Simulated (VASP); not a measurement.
**TlSbS4: single point with r2SCAN**

Crystal: TlSbS4.

```
Tl Sb S
1.0
     0.00000    3.96416    3.96416
     3.96416    0.00000    3.96416
     3.96416    3.96416    0.00000
Tl Sb S
1 1 4
Direct
  0.00000 0.00000 0.00000
  0.75000 0.75000 0.75000
  0.37767 0.86700 0.37767
  0.37767 0.37767 0.86700
  0.37767 0.37767 0.37767
  0.86700 0.37767 0.37767
```

- Program: VASP 6.6.1
- Task: single point
- Functional: r2SCAN
- Potentials or basis: VASP PAW PBE potentials, release 64 (Tl_d, Sb, S)
- Cutoff: 520 eV
- k mesh: 8 × 8 × 8
- Occupations: gaussian, width 0.1 eV
- Spin: no spin polarisation
- Dipole correction: no
- Further INCAR settings: ALGO = Normal; EDIFF = 1e-06; NBANDS = 30

```
Pressure               : -0.2 GPa
Largest force          : 0.014 eV/Å
Band gap on the k mesh : zero (band 21 reaches 7.49 eV, above the bottom of band 22 at 6.68 eV)
```

Forces on the atoms (eV/Å):
```
Tl   0.000  0.000  0.000
Sb   0.000  0.000  0.000
S   -0.008  0.008 -0.008
S   -0.008 -0.008  0.008
S    0.008  0.008  0.008
S    0.008 -0.008 -0.008
```

Levels at points of the mesh, in eV from the Fermi level:
| k point | band 17 | band 18 | band 19 | band 20 | band 21 | band 22 | band 23 | band 24 | band 25 | band 26 |
| --- | --- | --- | --- | --- | --- | --- | --- | --- | --- | --- |
| (0.00, 0.00, 0.00) | -3.91 | -1.31 | -1.31 | -1.31 | 0.58 | 0.58 | 0.58 | 1.68 | 1.68 | 1.68 |
| (0.50, 0.00, 0.00) | -2.54 | -2.49 | -2.49 | -1.48 | -0.02 | 0.64 | 0.82 | 0.82 | 1.92 | 1.92 |
| (0.50, 0.50, 0.00) | -2.38 | -2.31 | -2.20 | -1.86 | -1.43 | 0.45 | 1.00 | 1.00 | 1.47 | 1.47 |

Run time: 9.5 min on 1 thread of Oxide Virtual Turin-like Processor (shared host), peak memory 0.31 GiB.

Caveat: the PAW data sets were made with another functional, which shifts forces and pressure a little; spin-orbit coupling is left out, which moves the levels of the heavy elements.
